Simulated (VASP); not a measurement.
# Br (Pm-3m) in VASP: notebook

Runs on Br. Level: PBE. Tasks: single point, relaxation of cell and atoms.

Program: VASP 6.6.1. These are calculated values, not measurements. Logs are shortened: lines on timing, memory, paths and dates and some standing lists are left out, and cuts for length are marked.

## (1) The cell of the first run

Symmetry: Pm-3m, No. 221, cubic system. Conventional cell: a = 4.550 Å, b = 4.550 Å, c = 4.550 Å, α = 90.00°, β = 90.00°, γ = 90.00°. Br (site symmetry 4/mmm) has 8 Br at 3.22 Å within 4.2 Å.

## (2) Single point, PBE

The input, INCAR:

```
PREC = Accurate
ENCUT = 520
EDIFF = 1E-6
ISMEAR = 0
SIGMA = 0.1
LREAL = False
LASPH = True
NELM = 80
ALGO = Normal
ISIF = 2
LWAVE = False
LCHARG = False
GGA = PE
NBANDS = 18
```

The input, KPOINTS:

```
regular mesh
0
Gamma
  10 10 10
```

The input, POSCAR:

```
Br
1.0
    4.5502272285      0.0000000000      0.0000000000
    0.0000000000      4.5502272285      0.0000000000
    0.0000000000      0.0000000000      4.5502272285
Br
3
Direct
    0.5000000000      0.0000000000      0.0000000000
    0.0000000000      0.5000000000      0.0000000000
    0.0000000000      0.0000000000      0.5000000000
```

Potentials or basis: VASP PAW PBE potentials, release 64 (Br).

Run with:

```bash
$ cat potpaw_PBE.64/Br/POTCAR > POTCAR
$ mpirun -np 1 vasp_std > vasp.out
```

OUTCAR:

```text
PREC = Accurate
   ENCUT = 520
   EDIFF = 1E-6
   ISMEAR = 0
   LREAL = False
   LASPH = True
   NELM = 80
   ISIF = 2
   GGA = PE

 ion  position               nearest neighbor table
   1  0.500  0.000  0.000-
   2  0.000  0.500  0.000-
   3  0.000  0.000  0.500-

  LATTYP: Found a simple cubic cell.
 ALAT       =     4.5502272285

  Lattice vectors:

 A1 = (   4.5502272285,   0.0000000000,   0.0000000000)
 A2 = (   0.0000000000,   4.5502272285,   0.0000000000)
 A3 = (   0.0000000000,   0.0000000000,   4.5502272285)

Analysis of symmetry for initial positions (statically):
=====================================================================
 Subroutine PRICEL returns:
 Original cell was already a primitive cell.

 Routine SETGRP: Setting up the symmetry group for a
 simple cubic supercell.

 Subroutine GETGRP returns: Found 48 space group operations
 (whereof 48 operations were pure point group operations)
 out of a pool of 48 trial point group operations.

The static configuration has the point symmetry O_h .

Analysis of symmetry for dynamics (positions and initial velocities):
=====================================================================
 Subroutine PRICEL returns:
 Original cell was already a primitive cell.

 Routine SETGRP: Setting up the symmetry group for a
 simple cubic supercell.

 Subroutine GETGRP returns: Found 48 space group operations
 (whereof 48 operations were pure point group operations)
 out of a pool of 48 trial point group operations.

The dynamic configuration has the point symmetry O_h .

 Subroutine INISYM returns: Found 48 space group operations
 (whereof 48 operations are pure point group operations),
 and found     1 'primitive' translations

----------------------------------------------------------------------------------------

                                     Primitive cell

  volume of cell :      94.2105

  direct lattice vectors                    reciprocal lattice vectors
     4.550227228  0.000000000  0.000000000     0.219769244  0.000000000  0.000000000
     0.000000000  4.550227228  0.000000000     0.000000000  0.219769244  0.000000000
     0.000000000  0.000000000  4.550227228     0.000000000  0.000000000  0.219769244

  length of vectors
     4.550227228  4.550227228  4.550227228     0.219769244  0.219769244  0.219769244

  position of ions in fractional coordinates (direct lattice)
     0.500000000  0.000000000  0.000000000
     0.000000000  0.500000000  0.000000000
     0.000000000  0.000000000  0.500000000

  ion indices of the primitive-cell ions
   primitive index   ion index
                 1           1
                 2           2
                 3           3

----------------------------------------------------------------------------------------

 KPOINTS: regular mesh

Automatic generation of k-mesh.
 Grid dimensions read from file:
 generate k-points for:   10   10   10

 Generating k-lattice:

  Cartesian coordinates                     Fractional coordinates (reciprocal lattice)
     0.021976924  0.000000000  0.000000000     0.100000000  0.000000000  0.000000000
     0.000000000  0.021976924  0.000000000     0.000000000  0.100000000  0.000000000
     0.000000000  0.000000000  0.021976924     0.000000000  0.000000000  0.100000000

  Length of vectors
     0.021976924  0.021976924  0.021976924

  Shift w.r.t. Gamma in fractional coordinates (k-lattice)
     0.000000000  0.000000000  0.000000000

 Subroutine IBZKPT returns following result:
 ===========================================

 Found     56 irreducible k-points:

 Following reciprocal coordinates:
            Coordinates               Weight
  0.000000  0.000000  0.000000      1.000000
  0.100000  0.000000  0.000000      6.000000
  0.200000  0.000000  0.000000      6.000000
  0.300000  0.000000  0.000000      6.000000
  0.400000  0.000000  0.000000      6.000000
  0.500000  0.000000  0.000000      3.000000
[... 16 lines left out ...]
  0.200000  0.100000  0.100000     24.000000
  0.300000  0.100000  0.100000     24.000000
 [... further k-points ...]
   k-points           NKPTS =     56   k-points in BZ     NKDIM =     56   number of bands    NBANDS=     18
   number of dos      NEDOS =    301   number of ions     NIONS =      3
   total plane-waves  NPLWV =  46656
   dimension x,y,z NGX =    36 NGY =   36 NGZ =   36
   dimension x,y,z NGXF=    72 NGYF=   72 NGZF=   72
   ions per type =               3
   NGX,Y,Z   is equivalent  to a cutoff of  13.15, 13.15, 13.15 a.u.
   NGXF,Y,Z  is equivalent  to a cutoff of  26.31, 26.31, 26.31 a.u.
 SYSTEM =  unknown system
   PREC   = accura    normal or accurate (medium, high low for compatibility)
   ISTART =      0    job   : 0-new  1-cont  2-samecut
   ICHARG =      2    charge: 1-file 2-atom 10-const
   ISPIN  =      1    spin polarized calculation?
   LNONCOLLINEAR =      F non collinear calculations
   LSORBIT =      F    spin-orbit coupling
   LASPH  =      T    aspherical Exc in radial PAW
   ENCUT  =  520.0 eV  38.22 Ry    6.18 a.u.   8.46  8.46  8.46*2*pi/ulx,y,z
   NELM   =     80;   NELMIN=  2; NELMDL= -5     # of ELM steps
   EDIFF  = 0.1E-05   stopping-criterion for ELM
   LREAL  =      F    real-space projection
   EDIFFG = 0.1E-04   stopping-criterion for IOM
   NSW    =      0    number of steps for IOM
   IBRION =     -1    ionic relax: 0-MD 1-quasi-New 2-CG
   NFREE  =      0    steps in history (QN), initial steepest desc. (CG)
   ISIF   =      2    stress and relaxation
   ISYM   =      2    0-nonsym 1-usesym 2-fastsym
   POTIM  = 0.5000    time-step for ionic-motion
   TEBEG  =    0.0;   TEEND  =   0.0 temperature during run
   PSTRESS=    0.0 pullay stress
   NELECT =      21.0000    total number of electrons
   NUPDOWN=      -1.0000    fix difference up-down
   EMIN   =  10.00;   EMAX   =-10.00  energy-range for DOS
   EFERMI =   0.00;   METHOD = LEGACY
   ISMEAR =     0;   SIGMA  =   0.10  broadening in eV -4-tet -1-fermi 0-gaus
   EFERMI_NEDOS =   21; number of points for ismear=-14 and -15
   IALGO  =     38    algorithm
   IMIX   =      4    mixing-type and parameters
     AMIX     =   0.40;   BMIX     =  1.00
     AMIX_MAG =   1.60;   BMIX_MAG =  1.00
  volume/ion in A,a.u.               =      31.40       211.92
  Fermi-wavevector in a.u.,A,eV,Ry     =   0.992617  1.875773 13.405652  0.985288
  Thomas-Fermi vector in A             =   2.124441
   LORBIT       =      0    0 simple, 1 ext, 2 COOP (PROOUT), +10 PAW based schemes
   GGA     = PE    functional components
   LHFCALC =     F    Hartree Fock is set to
   AEXX    =    0.0000 exact exchange contribution
   IVDW    =     0    specifies the selected vdW correction
   LEPSILON=     F    determine dielectric tensor
   LRPA    =     F    only Hartree local field effects (RPA)
 non-spin polarized calculation
 Gauss-broadening in eV      SIGMA  =   0.10
  energy-cutoff  :      520.00
  volume of cell :       94.21
 maximum number of plane-waves:      2560
 NGX is ok and might be reduce to    36
   NGX = 17   NGY = 17   NGZ = 17

 number of electron      20.9999997 magnetization

 Free energy of the ion-electron system (eV)
  ---------------------------------------------------
  ext. energy  EPLUGINS =         0.00000000
  ---------------------------------------------------
  free energy    TOTEN  =        -3.15132641 eV

  energy without entropy =       -3.11848043  energy(sigma->0) =       -3.13490342

 E-fermi :   0.4891     XC(G=0):  -8.2501

 val. band max:        0.4710123727   @ k =   0.4000   0.1000   0.1000
 cond. band min:       0.4908690033   @ k =   0.3000   0.0000   0.0000
 fundamental gap:      0.0198566306
 Fermi energy:         0.4891170568

 k-point     1 :       0.0000    0.0000    0.0000
  band No.  band energies     occupation
      1     -14.8821      2.00000
      2     -13.0090      2.00000
      3     -13.0090      2.00000
      4      -3.3473      2.00000
      5      -3.3473      2.00000
      6      -3.3473      2.00000
[... 10 lines left out ...]
     17       9.2484      0.00000
     18       9.2484      0.00000

 k-point     2 :       0.1000    0.0000    0.0000
  band No.  band energies     occupation
      1     -14.8486      2.00000
      2     -13.0595      2.00000
      3     -13.0063      2.00000
      4      -3.3034      2.00000
      5      -3.3034      2.00000
      6      -3.2774      2.00000
[... 10 lines left out ...]
     17       9.2985      0.00000
     18       9.4358      0.00000

 k-point     3 :       0.2000    0.0000    0.0000
  band No.  band energies     occupation
      1     -14.7511      2.00000
      2     -13.2008      2.00000
      3     -12.9993      2.00000
      4      -3.1772      2.00000
      5      -3.1772      2.00000
      6      -3.0718      2.00000
[... 10 lines left out ...]
     17       9.5149      0.00000
     18       9.9311      0.00000

 k-point     4 :       0.3000    0.0000    0.0000
  band No.  band energies     occupation
      1     -14.6017      2.00000
      2     -13.4035      2.00000
      3     -12.9905      2.00000
      4      -2.9884      2.00000
      5      -2.9884      2.00000
      6      -2.7416      2.00000
[... 375 lines left out ...]
      4      -3.4399      2.00000
      5      -3.0719      2.00000
      6      -3.0719      2.00000
[... 10 lines left out ...]
     17       9.5448      0.00000
     18       9.7903      0.00000

 k-point    23 :       0.2000    0.1000    0.1000
  band No.  band energies     occupation
      1     -14.6869      2.00000
      2     -13.2111      2.00000
      3     -13.0704      2.00000
      4      -3.4411      2.00000
      5      -2.9528      2.00000
      6      -2.7657      2.00000
[... 10 lines left out ...]
     17       9.7012      0.00000
     18      10.1623      0.00000

 k-point    24 :       0.3000    0.1000    0.1000
  band No.  band energies     occupation
      1     -14.5401      2.00000
      2     -13.4035      2.00000
      3     -13.0608      2.00000
      4      -3.3285      2.00000
      5      -2.7681      2.00000
      6      -2.4321      2.00000
[... 10 lines left out ...]
     17      10.1896      0.00000
     18      10.4084      0.00000

 [... further k-points ...]
[... 5 lines left out ...]
  --------------------------------------------------------------------------------------
  -------------------------------------------------------------------------------------
  Total        0.0139513      0.0139513      0.0139513      0.0000000      0.0000000     -0.0000000
  in kB        0.2372602      0.2372602      0.2372602      0.0000000      0.0000000     -0.0000000
  external PRESSURE =       0.2372602 kB  Pullay stress =       0.0000000 kB

 VOLUME and BASIS-vectors are now :
 -----------------------------------------------------------------------------
  energy-cutoff  :      520.00
  volume of cell :       94.21
      direct lattice vectors                 reciprocal lattice vectors
     4.550227228  0.000000000  0.000000000     0.219769244  0.000000000  0.000000000
     0.000000000  4.550227228  0.000000000     0.000000000  0.219769244  0.000000000
     0.000000000  0.000000000  4.550227228     0.000000000  0.000000000  0.219769244

 POSITION                                       TOTAL-FORCE (eV/Angst)
 -----------------------------------------------------------------------------------
      2.27511      0.00000      0.00000         0.000000      0.000000      0.000000
      0.00000      2.27511      0.00000         0.000000      0.000000      0.000000
      0.00000      0.00000      2.27511         0.000000      0.000000      0.000000
 -----------------------------------------------------------------------------------
    total drift:                                0.000000      0.000000     -0.000000

  FREE ENERGIE OF THE ION-ELECTRON SYSTEM (eV)
  ---------------------------------------------------
  free  energy   TOTEN  =        -3.1513264069 eV

  energy  without entropy=       -3.1184804321  energy(sigma->0) =       -3.13490342
```

Wall time 44 s (1 thread of Intel Xeon Platinum 8259CL at 2.50GHz (Skylake/Cascade Lake), shared host); peak memory 0.23 GiB.

Results:

```yaml
Free_energy: -3.1513 eV
Pressure: 0.0 GPa
```

Levels at points of the mesh, in eV from the Fermi level:
| k point | band 8 | band 9 | band 10 | band 11 | band 12 | band 13 |
| --- | --- | --- | --- | --- | --- | --- |
| (0.00, 0.00, 0.00) | -1.00 | -1.00 | 0.33 | 0.33 | 0.33 | 4.98 |
| (0.50, 0.00, 0.00) | -1.81 | -1.81 | -1.49 | -0.09 | -0.09 | 7.33 |
| (0.50, 0.50, 0.00) | -1.91 | -1.74 | -1.74 | 0.25 | 0.52 | 8.18 |
| (0.50, 0.50, 0.50) | 0.30 | 0.30 | 0.54 | 0.54 | 0.54 | 5.46 |

Caveat: an odd number of electrons without spin polarisation forces a metal; a magnetic or distorted state may lie lower.

## (3) Relaxation of cell and atoms, PBE

This run uses another cell than the first one, of 32.40 Å³/atom, 1.032 times its volume.

The input, INCAR:

```
SYSTEM = Br
PREC = Accurate ; ENCUT = 600
EDIFF = 1E-7 ; ISMEAR = 0
SIGMA = 0.1 ; LREAL = .FALSE.
LASPH = .TRUE. ; NELM = 80
ALGO = Normal ; ISIF = 3
LWAVE = .FALSE. ; LCHARG = .FALSE.
GGA = PE ; IBRION = 2
NSW = 100 ; EDIFFG = -0.005
```

The input, KPOINTS:

```
regular mesh
0
G
  10 10 10
  0 0 0
```

The input, POSCAR:

```
Br
1.0
    4.5976403833      0.0000000000      0.0000000000
    0.0000000000      4.5976403833      0.0000000000
    0.0000000000      0.0000000000      4.5976403833
Br
3
Direct
    0.5000000000      0.0000000000      0.0000000000
    0.0000000000      0.5000000000      0.0000000000
    0.0000000000      0.0000000000      0.5000000000
```

Potentials or basis: VASP PAW PBE potentials, release 64 (Br).

Run with:

```bash
$ cat potpaw_PBE.64/Br/POTCAR > POTCAR
$ mpirun -np 1 vasp_std > vasp.out
```

It took 2.2 min on 1 thread of Intel Xeon Platinum 8259CL at 2.50GHz (Skylake/Cascade Lake), shared host; peak memory 0.28 GiB.

Results (log left out):

```
Free energy                            : -3.1516 eV
Relaxed volume                         : 31.43 Å³/atom
Relaxed cell                           : a = 4.552 Å, b = 4.552 Å, c = 4.552 Å, α = 90.00°, β = 90.00°, γ = 90.00°
Space group after relaxing (to 0.05 Å) : Pm-3m (No. 221)
Energy gained by relaxing              : 2.1 meV/atom
Ionic steps                            : 3
Pressure after relaxing                : 0.0 GPa
```

The path:
| step | energy change (eV) | largest force (eV/Å) | pressure (GPa) | volume (Å³) |
| --- | --- | --- | --- | --- |
| 1 | 0.0000 | 0.0000 | -0.69 | 97.19 |
| 2 | -0.0057 | 0.0000 | -0.24 | 95.24 |
| 3 | -0.0064 | 0.0000 | 0.00 | 94.29 |

Final structure:
```yaml
crystal:
  lattice:
    - [4.55158, 0.00000, 0.00000]
    - [0.00000, 4.55158, 0.00000]
    - [0.00000, 0.00000, 4.55158]
  atoms:
    - { symbol: Br, position: [0.50000, 0.00000, 0.00000] }
    - { symbol: Br, position: [0.00000, 0.50000, 0.00000] }
    - { symbol: Br, position: [0.00000, 0.00000, 0.50000] }
```

Levels at points of the mesh, in eV from the Fermi level:
```csv
k point,band 8,band 9,band 10,band 11,band 12,band 13
"(0.00, 0.00, 0.00)",-1.00,-1.00,0.33,0.33,0.33,4.98
"(0.50, 0.00, 0.00)",-1.81,-1.81,-1.49,-0.09,-0.09,7.33
"(0.50, 0.50, 0.00)",-1.91,-1.74,-1.74,0.25,0.52,8.18
"(0.50, 0.50, 0.50)",0.30,0.30,0.54,0.54,0.54,5.47
```

Caveat: an odd number of electrons without spin polarisation forces a metal; a magnetic or distorted state may lie lower.
